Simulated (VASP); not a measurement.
Set up this calculation in VASP 6.6.1, as the native input.

```
Task                   : single point
Functional             : PBE
Potentials or basis    : VASP PAW PBE potentials, release 64 (Si, O)
Cutoff                 : 520 eV
k mesh                 : 3 × 3 × 3
Occupations            : fermi-dirac, width 0.05 eV
Spin                   : no spin polarisation
Dipole correction      : no
Further INCAR settings : LREAL = Auto; ALGO = Normal; EDIFF = 1e-07; NBANDS = 84
```

The structure of Si9O16 (a cell with a defect) lies in POSCAR:

```
Si9O16
1.0
   -4.1180000000     -4.1180000000      0.0000000000
    4.1180000000     -4.1180000000      0.0000000000
    0.0000000000      0.0000000000      5.2980000000
Si O
9 16
Direct
    0.4976138902      0.4779434191      0.0167885995
   -0.0088329286      0.4958887810      0.2302193280
    0.5939592035      0.6320369111      0.5213403171
    0.0181356241      0.4584068723      0.7462770857
   -0.0235477173     -0.0146710782      0.0055424689
    0.4831061195     -0.0094417193      0.2515288788
   -0.0072017970     -0.0257343371      0.5044163835
    0.4841637931     -0.0055333900      0.7834409211
    0.3308189655      0.3957463575      0.5294781049
    0.1963558766      0.4817412579     -0.0040339751
    0.0008166586      0.1855424964      0.2652038505
    0.8011295532      0.4628840457     -0.0035581351
   -0.0602025255      0.8046488587      0.2410213288
    0.1996168043      0.6041911122      0.3833742922
   -0.0290796503      0.1601891695      0.7552013968
    0.8254547110      0.4773226081      0.5005126463
   -0.0146691355      0.7774260563      0.7552869007
    0.6826457018      0.0230165129      0.0188644772
    0.5415757649      0.7013625546      0.2243867497
    0.2794900437     -0.0272440505      0.0160235938
    0.4697027683      0.2793193298      0.2617072480
    0.6748077950     -0.0410309616      0.5174516799
    0.5260000000      0.7090927635      0.8103627784
    0.2959514327     -0.0172921321      0.5160890902
    0.4930846285      0.2748109519      0.7801755379
```

The input as run:

INCAR

```
PREC = Accurate ; ENCUT = 520
EDIFF = 1E-7 ; ISMEAR = -1
SIGMA = 0.05 ; LREAL = Auto
LASPH = True ; NELM = 80
ALGO = Normal ; ISIF = 2
LWAVE = False ; LCHARG = True
GGA = PE ; LELF = True
LVHAR = True ; NBANDS = 84
```

KPOINTS

```
Automatic mesh
0
Gamma
  3 3 3
```

Potentials or basis: VASP PAW PBE potentials, release 64 (Si, O).

Run with:

```console
$ cat potpaw_PBE.64/Si/POTCAR potpaw_PBE.64/O/POTCAR > POTCAR
$ mpirun -np 1 vasp_std > vasp.out
```

It gave:

```
Pressure               : 63.0 GPa
Largest force          : 0.096 eV/Å
Band gap on the k mesh : 2.90 eV
```

It took 5.8 min on 1 thread of AMD EPYC 7R43 64-Core Processor (Zen 3) (shared host), peak memory 0.29 GiB.
